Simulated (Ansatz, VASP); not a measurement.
Al in VASP and in Ansatz

POSCAR

```
Al
1.0
    0.0000000000      1.9901956565      1.9901956565
    1.9901956565      0.0000000000      1.9901956565
    1.9901956565      1.9901956565      0.0000000000
Al
1
Direct
    0.0000000000      0.0000000000      0.0000000000
```

File INCAR.step1:

```
SYSTEM = Al
PREC     = Accurate       ! precision mode
ENCUT    = 520            ! plane-wave cutoff, eV
ISMEAR   = -1             ! smearing method
SIGMA    = 0.02           ! smearing width, eV
LREAL    = .FALSE.        ! projectors in reciprocal space
LASPH    = .TRUE.         ! aspherical terms in the spheres
NELM     = 100            ! most SCF steps
NBANDS   = 8              ! bands
GGA      = PE             ! functional
ALGO     = Normal         ! electronic algorithm
EDIFF    = 1E-4           ! SCF threshold, eV
LWAVE    = .TRUE.         ! write WAVECAR
LCHARG   = .FALSE.        ! write CHGCAR
```

File INCAR.step2:

```
SYSTEM = Al
PREC     = Accurate       ! precision mode
ENCUT    = 520            ! plane-wave cutoff, eV
EDIFF    = 1E-6           ! SCF threshold, eV
ISMEAR   = -1             ! smearing method
SIGMA    = 0.02           ! smearing width, eV
LREAL    = .FALSE.        ! projectors in reciprocal space
LASPH    = .TRUE.         ! aspherical terms in the spheres
NELM     = 100            ! most SCF steps
ALGO     = Normal         ! electronic algorithm
ISIF     = 2              ! what is computed and relaxed
LWAVE    = .FALSE.        ! write WAVECAR
LCHARG   = .FALSE.        ! write CHGCAR
METAGGA  = R2SCAN         ! meta-GGA
LMIXTAU  = .TRUE.       
NBANDS   = 8              ! bands
ISTART   = 1
```

The input KPOINTS:

```
Automatic mesh
0
G
  10 10 10
  0 0 0
```

Input for Ansatz:

```yaml
crystal:
  lattice:
    - [0.0, 1.9901956565, 1.9901956565]
    - [1.9901956565, 0.0, 1.9901956565]
    - [1.9901956565, 1.9901956565, 0.0]
  atoms:
    - { symbol: Al, position: [0.0, 0.0, 0.0] }
kpoints:
  mp_grid: { grid: [10, 10, 10] }
  band_path:
    path:
      - [0.0, 0.0, 0.0]
      - [0.5, 0.0, 0.5]
      - [0.625, 0.25, 0.625]
      - [0.375, 0.375, 0.75]
      - [0.5, 0.5, 0.5]
      - [0.5, 0.25, 0.75]
    npoints: 1
hamiltonian:
  xc: r2scan
scf:
  occupations: { method: fermi_dirac, width: 0.02 }
  n_extra_bands: 4
output:
  forces: true
  stress: true
  eigenvalues: true
```

Alike in both runs: task single point; functional r2SCAN; k mesh 10 × 10 × 10; occupations fermi-dirac, width 0.02 eV; no spin polarisation.

```csv
,VASP,Ansatz
version,VASP 6.6.1,Ansatz 0.2.0
potentials or method,"VASP PAW PBE potentials, release 64 (Al)","plane waves, PAW"
plane-wave cutoff (eV),520,500
valence electrons in the cell,3,3
```

|  | VASP | Ansatz | Ansatz less VASP |
| --- | --- | --- | --- |
| pressure (GPa) | 0.0 | 0.3 | +0.33 |

VASP's potentials were made for PBE, not for r2SCAN. The functional is the same, so the differences come from potentials, cutoffs and numerics.
